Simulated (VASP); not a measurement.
# AlGa3N4 (R3m) in VASP: a series of runs

AlGa3N4 is run at these levels: LDA; tasks: single point.

All numbers are computed with VASP 6.6.1; they aren't measurements. Logs are shortened: lines on timing, memory, paths and dates and some standing lists are left out, and cuts for length are marked.

## (1) The cell of the first run

It takes space group R3m (No. 160, trigonal). The conventional cell has a = 6.219 Å, b = 6.219 Å, c = 7.079 Å, α = 90.00°, β = 90.00°, γ = 120.00°. Al (site symmetry 3m) has 4 N at 1.74 to 1.85 Å within 2.3 Å. Ga (site symmetry m) has 4 N at 1.78 to 1.90 Å within 2.4 Å. Within 2.4 Å of N (site symmetry m) lie 3 Ga at 1.78 to 1.90 Å and 1 Al at 1.85 Å. Within 2.3 Å of N (site symmetry 3m) lie 1 Al at 1.74 Å and 3 Ga at 1.90 Å.

## (2) Single point, LDA

Input file INCAR:

```
SYSTEM = AlGa3N4
ALGO     = Normal         ! electronic algorithm
EDIFF    = 1E-6           ! SCF threshold, eV
ENCUT    = 520            ! plane-wave cutoff, eV
GGA      = CA             ! functional
ISIF     = 2              ! what is computed and relaxed
ISMEAR   = 0              ! smearing method
LASPH    = .True.         ! aspherical terms in the spheres
LCHARG   = .False.        ! write CHGCAR
LREAL    = .False.        ! projectors in reciprocal space
LWAVE    = .False.        ! write WAVECAR
NBANDS   = 41             ! bands
NELM     = 100            ! most SCF steps
PREC     = Accurate       ! precision mode
SIGMA    = 0.05           ! smearing width, eV
```

Input file KPOINTS:

```
k-points
0
Gamma
  6 6 6
  0 0 0
```

Input file POSCAR:

```
AlGa3N4
1.0
    4.2939496006     -0.1033646631     -0.1033646631
   -0.1033646631      4.2939496006     -0.1033646631
   -0.1033646631     -0.1033646631      4.2939496006
Al Ga N
1 3 4
Direct
    0.0000000000      0.0000000000      0.0000000000
    0.5000000000      0.5000000000      0.0000000000
    0.5000000000      0.0000000000      0.5000000000
    0.0000000000      0.5000000000      0.5000000000
    0.7548078379      0.7548078379      0.2451921621
    0.7548078379      0.2451921621      0.7548078379
    0.2451921621      0.7548078379      0.7548078379
    0.2451921621      0.2451921621      0.2451921621
```

Potentials or basis: VASP PAW LDA potentials, release 64 (Al, Ga_d, N).

Command:

```sh
$ cat potpaw_LDA.64/Al/POTCAR potpaw_LDA.64/Ga_d/POTCAR potpaw_LDA.64/N/POTCAR > POTCAR
$ mpirun -np 1 vasp_std > vasp.out
```

OUTCAR:

```text
SYSTEM = AlGa3N4
   EDIFF = 1E-6
   ENCUT = 520
   GGA = CA
   ISIF = 2
   ISMEAR = 0
   LASPH = .True.
   LREAL = .False.
   NELM = 100
   PREC = Accurate

 ion  position               nearest neighbor table
   1  0.000  0.000  0.000-   8 1.74   5 1.85   7 1.85   6 1.85   3 2.96   4 2.96   2 2.96   4 2.96
                             3 2.96   2 2.96   4 3.11   3 3.11   2 3.11   3 3.11   4 3.11   2 3.11
   2  0.500  0.500  0.000-   5 1.78   8 1.90   7 1.90   6 1.90   1 2.96   1 2.96   1 3.11   1 3.11

   3  0.500  0.000  0.500-   6 1.78   8 1.90   7 1.90   5 1.90   1 2.96   1 2.96   1 3.11   1 3.11

   4  0.000  0.500  0.500-   7 1.78   8 1.90   6 1.90   5 1.90   1 2.96   1 2.96   1 3.11   1 3.11

   5  0.755  0.755  0.245-   2 1.78   1 1.85   3 1.90   4 1.90
   6  0.755  0.245  0.755-   3 1.78   1 1.85   4 1.90   2 1.90
   7  0.245  0.755  0.755-   4 1.78   1 1.85   3 1.90   2 1.90
   8  0.245  0.245  0.245-   1 1.74   2 1.90   3 1.90   4 1.90

  LATTYP: Found a trigonal (rhomboedric) cell.
 ALAT       =     4.2964370913
 COS(alpha) =    -0.0475097999

  Lattice vectors:

 A1 = (   4.2939496006,  -0.1033646631,  -0.1033646631)
 A2 = (  -0.1033646631,   4.2939496006,  -0.1033646631)
 A3 = (  -0.1033646631,  -0.1033646631,   4.2939496006)

Analysis of symmetry for initial positions (statically):
=====================================================================
 Subroutine PRICEL returns:
 Original cell was already a primitive cell.

 Routine SETGRP: Setting up the symmetry group for a
 trigonal (rhombohedral) supercell.

 Subroutine GETGRP returns: Found  6 space group operations
 (whereof  6 operations were pure point group operations)
 out of a pool of 12 trial point group operations.

The static configuration has the point symmetry C_3v.

Analysis of symmetry for dynamics (positions and initial velocities):
=====================================================================
 Subroutine PRICEL returns:
 Original cell was already a primitive cell.

 Routine SETGRP: Setting up the symmetry group for a
 trigonal (rhombohedral) supercell.

 Subroutine GETGRP returns: Found  6 space group operations
 (whereof  6 operations were pure point group operations)
 out of a pool of 12 trial point group operations.

The dynamic configuration has the point symmetry C_3v.

 Subroutine INISYM returns: Found  6 space group operations
 (whereof  6 operations are pure point group operations),
 and found     1 'primitive' translations

[... 108 lines left out ...]
   EDIFFG = 0.1E-04   stopping-criterion for IOM
   NSW    =      0    number of steps for IOM
   IBRION =     -1    ionic relax: 0-MD 1-quasi-New 2-CG
   NFREE  =      0    steps in history (QN), initial steepest desc. (CG)
   ISIF   =      2    stress and relaxation
   ISYM   =      2    0-nonsym 1-usesym 2-fastsym
   POTIM  = 0.5000    time-step for ionic-motion
   TEBEG  =    0.0;   TEEND  =   0.0 temperature during run
   PSTRESS=    0.0 pullay stress
   NELECT =      62.0000    total number of electrons
   NUPDOWN=      -1.0000    fix difference up-down
   EMIN   =  10.00;   EMAX   =-10.00  energy-range for DOS
   EFERMI =   0.00;   METHOD = LEGACY
   ISMEAR =     0;   SIGMA  =   0.05  broadening in eV -4-tet -1-fermi 0-gaus
   EFERMI_NEDOS =   21; number of points for ismear=-14 and -15
   IALGO  =     38    algorithm
   IMIX   =      4    mixing-type and parameters
     AMIX     =   0.40;   BMIX     =  1.00
     AMIX_MAG =   1.60;   BMIX_MAG =  1.00
  volume/ion in A,a.u.               =       9.88        66.67
  Fermi-wavevector in a.u.,A,eV,Ry     =   1.509864  2.853228 31.017039  2.279688
  Thomas-Fermi vector in A             =   2.620129
   LORBIT       =      0    0 simple, 1 ext, 2 COOP (PROOUT), +10 PAW based schemes
   GGA     = CA    functional components
   LHFCALC =     F    Hartree Fock is set to
   AEXX    =    0.0000 exact exchange contribution
   IVDW    =     0    specifies the selected vdW correction
   LEPSILON=     F    determine dielectric tensor
   LRPA    =     F    only Hartree local field effects (RPA)
 non-spin polarized calculation
 Gauss-broadening in eV      SIGMA  =   0.05
  energy-cutoff  :      520.00
  volume of cell :       79.03
 maximum number of plane-waves:      2160
   NGX = 15   NGY = 15   NGZ = 15

 number of electron      62.0000063 magnetization

 Free energy of the ion-electron system (eV)
  ---------------------------------------------------
  ext. energy  EPLUGINS =         0.00000000
  ---------------------------------------------------
  free energy    TOTEN  =       -57.09531064 eV

  energy without entropy =      -57.09531064  energy(sigma->0) =      -57.09531064

 E-fermi :   6.9545     XC(G=0): -12.5681

 val. band max:        6.7488920954   @ k =   0.0000   0.0000   0.0000
 cond. band min:       9.6443711257   @ k =   0.0000   0.0000   0.0000
 fundamental gap:      2.8954790303
 Fermi energy:         6.9544501563

 k-point     1 :       0.0000    0.0000    0.0000
  band No.  band energies     occupation
      1     -10.0628      2.00000
      2      -8.4269      2.00000
      3      -8.4269      2.00000
      4      -8.2449      2.00000
      5      -6.8639      2.00000
      6      -6.8139      2.00000
[... 1045 lines left out ...]
     40      17.1830      0.00000
     41      17.6009      0.00000

 [... further k-points ...]
[... 5 lines left out ...]
  --------------------------------------------------------------------------------------
  -------------------------------------------------------------------------------------
  Total       13.1754294     13.1754294     13.1754294      7.3343820      7.3343820      7.3343820
  in kB      267.0990287    267.0990287    267.0990287    148.6863352    148.6863352    148.6863352
  external PRESSURE =     267.0990287 kB  Pullay stress =       0.0000000 kB

 VOLUME and BASIS-vectors are now :
 -----------------------------------------------------------------------------
  energy-cutoff  :      520.00
  volume of cell :       79.03
      direct lattice vectors                 reciprocal lattice vectors
     4.293949601 -0.103364663 -0.103364663     0.233162713  0.005751174  0.005751174
    -0.103364663  4.293949601 -0.103364663     0.005751174  0.233162713  0.005751174
    -0.103364663 -0.103364663  4.293949601     0.005751174  0.005751174  0.233162713

 POSITION                                       TOTAL-FORCE (eV/Angst)
 -----------------------------------------------------------------------------------
      0.00000      0.00000      0.00000        -0.932201     -0.932201     -0.932201
      2.09529      2.09529     -0.10336        -0.985615     -0.985615     -0.923097
      2.09529     -0.10336      2.09529        -0.985615     -0.923097     -0.985615
     -0.10336      2.09529      2.09529        -0.923097     -0.985615     -0.985615
      3.13774      3.13774      0.89680         1.011205      1.011205      0.850652
      3.13774      0.89680      3.13774         1.011205      0.850652      1.011205
      0.89680      3.13774      3.13774         0.850652      1.011205      1.011205
      1.00215      1.00215      1.00215         0.953466      0.953466      0.953466
 -----------------------------------------------------------------------------------
    total drift:                               -0.000287     -0.000287     -0.000288

  FREE ENERGIE OF THE ION-ELECTRON SYSTEM (eV)
  ---------------------------------------------------
  free  energy   TOTEN  =       -57.0953106432 eV

  energy  without entropy=      -57.0953106431  energy(sigma->0) =      -57.09531064
```

OSZICAR:

```text
N       E                     dE             d eps       ncg     rms          rms(c)
DAV:   1     0.641561253432E+03    0.64156E+03   -0.28026E+04  3081   0.267E+03
DAV:   2     0.508362986718E+02   -0.59072E+03   -0.54867E+03  2752   0.644E+02
DAV:   3    -0.599609361441E+02   -0.11080E+03   -0.10690E+03  2977   0.198E+02
DAV:   4    -0.669227243352E+02   -0.69618E+01   -0.68951E+01  3380   0.535E+01
DAV:   5    -0.671565565147E+02   -0.23383E+00   -0.23352E+00  3392   0.926E+00    0.169E+01
DAV:   6    -0.570399958843E+02    0.10117E+02   -0.26896E+01  4946   0.686E+01    0.486E+00
DAV:   7    -0.572338742427E+02   -0.19388E+00   -0.51571E+00  3134   0.115E+01    0.407E+00
DAV:   8    -0.571386308640E+02    0.95243E-01   -0.67481E-01  4095   0.948E+00    0.116E+00
DAV:   9    -0.570941474468E+02    0.44483E-01   -0.19298E-01  4368   0.631E+00    0.354E-01
DAV:  10    -0.570952985352E+02   -0.11511E-02   -0.17098E-02  3118   0.850E-01    0.112E-01
DAV:  11    -0.570953419358E+02   -0.43401E-04   -0.18566E-03  4032   0.725E-01    0.419E-02
DAV:  12    -0.570953063684E+02    0.35567E-04   -0.40083E-04  4400   0.323E-01    0.150E-02
DAV:  13    -0.570953103893E+02   -0.40209E-05   -0.48379E-05  3344   0.433E-02    0.500E-03
DAV:  14    -0.570953106432E+02   -0.25389E-06   -0.25149E-06  2590   0.117E-02
   1 F= -.57095311E+02 E0= -.57095311E+02  d E =-.596554E-11
```

stdout:

```text
POSCAR found type information on POSCAR AlGaN
 POSCAR found :  3 types and       8 ions
 scaLAPACK will be used
 LDA part: xc-table for (Slater(with rela. corr.)+CA(PZ))
 , standard interpolation
 POSCAR, INCAR and KPOINTS ok, starting setup
 FFT: planning ... GRIDC
 FFT: planning ... GRID_SOFT
 FFT: planning ... GRID
 WAVECAR not read
 entering main loop
```

Run time: 36 s. Hardware: 1 thread of Intel Xeon 6975P-C (Granite Rapids), shared host; peak memory 0.2 GiB.

What came out:

```yaml
Free_energy: -57.0953 eV
Pressure: 26.7 GPa
Largest_force: 1.672 eV/Å
Band_gap_on_the_k_mesh: 2.90 eV
```

Forces on the atoms (eV/Å):
```
Al  -0.932 -0.932 -0.932
Ga  -0.986 -0.986 -0.923
Ga  -0.986 -0.923 -0.986
Ga  -0.923 -0.986 -0.986
N    1.011  1.011  0.851
N    1.011  0.851  1.011
N    0.851  1.011  1.011
N    0.953  0.953  0.953
```

Caveat: the cell stands under pressure; forces of over 1 eV/Å act on the atoms, so gaps and moduli don't describe the material at rest. A k mesh can miss the band edges.

## (3) Single point, LDA

This run uses another cell than the first one, of 10.17 Å³/atom.

Input file INCAR:

```
SYSTEM = AlGa3N4
PREC = Accurate ; ENCUT = 520
EDIFF = 1E-6 ; ISMEAR = 0
SIGMA = 0.05 ; LREAL = .False.
LASPH = .True. ; NELM = 80
ALGO = Normal ; ISIF = 2
LWAVE = .False. ; LCHARG = .True.
LELF = .True. ; LVHAR = .True.
NBANDS = 41
```

Input file KPOINTS:

```
Automatic mesh
0
Gamma
  6 6 6
  0 0 0
```

POSCAR: that of step 2 with these lines changed.

```diff
@@ -2,5 +2,5 @@
 1.0
-    4.2939496006     -0.1033646631     -0.1033646631
-   -0.1033646631      4.2939496006     -0.1033646631
-   -0.1033646631     -0.1033646631      4.2939496006
+    4.3382171223     -0.1549363258     -0.1549363258
+   -0.1549363258      4.3382171223     -0.1549363258
+   -0.1549363258     -0.1549363258      4.3382171223
 Al Ga N
```

Potentials or basis: VASP PAW LDA potentials, release 64 (Al, Ga_d, N).

Command:

```sh
$ cat potpaw_LDA.64/Al/POTCAR potpaw_LDA.64/Ga_d/POTCAR potpaw_LDA.64/N/POTCAR > POTCAR
$ mpirun -np 1 vasp_std > vasp.out
```

OUTCAR:

```text
SYSTEM = AlGa3N4
   PREC = Accurate
   ENCUT = 520
   EDIFF = 1E-6
   ISMEAR = 0
   LREAL = .False.
   LASPH = .True.
   NELM = 80
   ISIF = 2

 ion  position               nearest neighbor table
   1  0.000  0.000  0.000-   8 1.71   6 1.89   7 1.89   5 1.89   3 2.96   4 2.96   2 2.96   4 2.96
                             3 2.96   2 2.96
   2  0.500  0.500  0.000-   5 1.76   8 1.93   7 1.94   6 1.94   1 2.96   1 2.96
   3  0.500  0.000  0.500-   6 1.76   8 1.93   7 1.94   5 1.94   1 2.96   1 2.96
   4  0.000  0.500  0.500-   7 1.76   8 1.93   5 1.94   6 1.94   1 2.96   1 2.96
   5  0.755  0.755  0.245-   2 1.76   1 1.89   3 1.94   4 1.94
   6  0.755  0.245  0.755-   3 1.76   1 1.89   2 1.94   4 1.94
   7  0.245  0.755  0.755-   4 1.76   1 1.89   3 1.94   2 1.94
   8  0.245  0.245  0.245-   1 1.71   2 1.93   3 1.93   4 1.93

  LATTYP: Found a trigonal (rhomboedric) cell.
 ALAT       =     4.3437470380
 COS(alpha) =    -0.0699745547

  Lattice vectors:

 A1 = (   4.3382171223,  -0.1549363258,  -0.1549363258)
 A2 = (  -0.1549363258,   4.3382171223,  -0.1549363258)
 A3 = (  -0.1549363258,  -0.1549363258,   4.3382171223)

Analysis of symmetry for initial positions (statically):
=====================================================================
 Subroutine PRICEL returns:
[... 188 lines left out ...]
 Fermi energy:         6.6627828652

 k-point     1 :       0.0000    0.0000    0.0000
  band No.  band energies     occupation
      1     -10.1856      2.00000
      2      -8.7220      2.00000
      3      -8.7220      2.00000
      4      -8.4356      2.00000
      5      -7.1824      2.00000
      6      -7.1511      2.00000
[... 1045 lines left out ...]
     40      16.6778      0.00000
     41      17.0804      0.00000

 [... further k-points ...]
[... 5 lines left out ...]
  --------------------------------------------------------------------------------------
  -------------------------------------------------------------------------------------
  Total       10.5481760     10.5481760     10.5481760     10.7262382     10.7262382     10.7262382
  in kB      207.8063668    207.8063668    207.8063668    211.3143143    211.3143143    211.3143143
  external PRESSURE =     207.8063668 kB  Pullay stress =       0.0000000 kB

 VOLUME and BASIS-vectors are now :
 -----------------------------------------------------------------------------
  energy-cutoff  :      520.00
  volume of cell :       81.33
      direct lattice vectors                 reciprocal lattice vectors
     4.338217122 -0.154936326 -0.154936326     0.231120871  0.008560032  0.008560032
    -0.154936326  4.338217122 -0.154936326     0.008560032  0.231120871  0.008560032
    -0.154936326 -0.154936326  4.338217122     0.008560032  0.008560032  0.231120871

 POSITION                                       TOTAL-FORCE (eV/Angst)
 -----------------------------------------------------------------------------------
      0.00000      0.00000      0.00000        -1.397695     -1.397695     -1.397695
      2.09164      2.09164     -0.15494        -1.470228     -1.470228     -1.359478
      2.09164     -0.15494      2.09164        -1.470228     -1.359478     -1.470228
     -0.15494      2.09164      2.09164        -1.359478     -1.470228     -1.470228
      3.11958      3.11958      0.82980         1.477117      1.477117      1.291964
      3.11958      0.82980      3.11958         1.477117      1.291964      1.477117
      0.82980      3.11958      3.11958         1.291964      1.477117      1.477117
      0.98772      0.98772      0.98772         1.451431      1.451431      1.451431
 -----------------------------------------------------------------------------------
    total drift:                               -0.000557     -0.000557     -0.000557

  FREE ENERGIE OF THE ION-ELECTRON SYSTEM (eV)
  ---------------------------------------------------
  free  energy   TOTEN  =       -56.7820846844 eV

  energy  without entropy=      -56.7820846844  energy(sigma->0) =      -56.78208468
```

OSZICAR:

```text
N       E                     dE             d eps       ncg     rms          rms(c)
DAV:   1     0.627798562563E+03    0.62780E+03   -0.27940E+04  3017   0.263E+03
DAV:   2     0.490815422842E+02   -0.57872E+03   -0.53795E+03  2760   0.636E+02
DAV:   3    -0.596247912314E+02   -0.10871E+03   -0.10546E+03  2999   0.196E+02
DAV:   4    -0.665331972706E+02   -0.69084E+01   -0.68481E+01  3488   0.528E+01
DAV:   5    -0.667389252457E+02   -0.20573E+00   -0.20552E+00  3242   0.862E+00    0.168E+01
DAV:   6    -0.567231399167E+02    0.10016E+02   -0.27587E+01  4928   0.675E+01    0.486E+00
DAV:   7    -0.569230082195E+02   -0.19987E+00   -0.50234E+00  3156   0.114E+01    0.403E+00
DAV:   8    -0.568227721605E+02    0.10024E+00   -0.65423E-01  4176   0.879E+00    0.113E+00
DAV:   9    -0.567810317305E+02    0.41740E-01   -0.18599E-01  4350   0.595E+00    0.376E-01
DAV:  10    -0.567820727142E+02   -0.10410E-02   -0.16308E-02  3084   0.828E-01    0.132E-01
DAV:  11    -0.567821055019E+02   -0.32788E-04   -0.17275E-03  3984   0.661E-01    0.412E-02
DAV:  12    -0.567820812549E+02    0.24247E-04   -0.33864E-04  4320   0.289E-01    0.162E-02
DAV:  13    -0.567820846278E+02   -0.33729E-05   -0.44690E-05  3272   0.412E-02    0.699E-03
DAV:  14    -0.567820846844E+02   -0.56604E-07   -0.18646E-06  2495   0.128E-02
   1 F= -.56782085E+02 E0= -.56782085E+02  d E =-.179186E-10
```

stdout:

```text
POSCAR found type information on POSCAR AlGaN
 POSCAR found :  3 types and       8 ions
 scaLAPACK will be used
 LDA part: xc-table for (Slater(with rela. corr.)+CA(PZ))
 , standard interpolation
 POSCAR, INCAR and KPOINTS ok, starting setup
 FFT: planning ... GRIDC
 FFT: planning ... GRID_SOFT
 FFT: planning ... GRID
 WAVECAR not read
 entering main loop
```

Wall time 35 s (1 thread of Intel Xeon 6975P-C (Granite Rapids), shared host); peak memory 0.2 GiB.

What came out:

```yaml
Free_energy: -56.7821 eV
Pressure: 20.8 GPa
Largest_force: 2.514 eV/Å
Band_gap_on_the_k_mesh: 2.51 eV
```

Forces on the atoms (eV/Å):
```
Al  -1.398 -1.398 -1.398
Ga  -1.470 -1.470 -1.359
Ga  -1.470 -1.359 -1.470
Ga  -1.359 -1.470 -1.470
N    1.477  1.477  1.292
N    1.477  1.292  1.477
N    1.292  1.477  1.477
N    1.451  1.451  1.451
```

Caveat: the cell stands under pressure; forces of over 1 eV/Å act on the atoms, so gaps and moduli don't describe the material at rest.
